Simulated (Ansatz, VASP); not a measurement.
## Si in VASP and in Ansatz

```
Si
1.0
     3.85128    0.00000    0.00000
    -1.92564    3.33531    0.00000
     0.00000    0.00000    6.36502
Si
4
Direct
  0.29439 0.66667 0.03936
  0.66667 0.33333 0.56293
  0.33333 0.66667 0.43707
  0.66667 0.33333 0.93707
```

Alike in both runs: task single point; functional PBE; k mesh 12 × 12 × 6; occupations gaussian, width 0.05 eV; no spin polarisation.

```csv
,VASP,Ansatz
version,VASP 6.6.1,Ansatz 0.2.0
potentials or method,"VASP PAW PBE potentials, release 64 (Si), cutoff 500 eV","scalar-relativistic, plane waves, PAW"
valence electrons in the cell,16,16
```

Ansatz gave:

```
gap on the k mesh at the Fermi level (eV)                     : none
pressure (GPa)                                                : 1.0
traceless stress, the component that is largest in VASP (GPa) : 3.13
rms of the force components (eV/Å)                            : 1.145
```

Question: Which values does VASP return?

Answer: gap on the k mesh at the Fermi level (eV): none; pressure (GPa): 0.9; traceless stress, the component that is largest in VASP (GPa): 3.11; rms of the force components (eV/Å): 1.143.

Atom by atom the forces differ by 0.003 eV/Å (rms over components). A gap of «none» marks a metal or a gap that the smearing closes. With one functional, cell and mesh, what is left measures potentials, basis and numerics.
